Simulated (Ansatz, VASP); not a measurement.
BN in VASP and in Ansatz

```
B N
1.0
     4.11208    0.00000    0.00000
     1.14102    2.22635    0.00000
     2.97106   -0.81903    2.07022
B N
1 1
Direct
  0.00005 0.00005 0.99995
  0.66665 0.66665 0.33335
```

Alike in both runs: task relaxation of cell and atoms; functional PBEsol; k mesh 12 × 12 × 12; no spin polarisation.

```csv
,VASP,Ansatz
version,VASP 6.6.1,Ansatz 0.2.0
potentials or method,"VASP PAW PBE potentials, release 64 (B_h, N_h)","plane waves, PAW"
plane-wave cutoff (eV),1330,420
occupations,"gaussian, width 0.01 eV",fixed
valence electrons in the cell,8,8
```

```csv
,VASP,Ansatz,Ansatz less VASP
relaxed volume (Å³/atom),9.49,9.66,+0.165
relaxed length of the cell vector where the two differ most in proportion (Å),3.713,3.771,+0.0577
```

VASP's potentials were made for PBE, not for PBEsol.
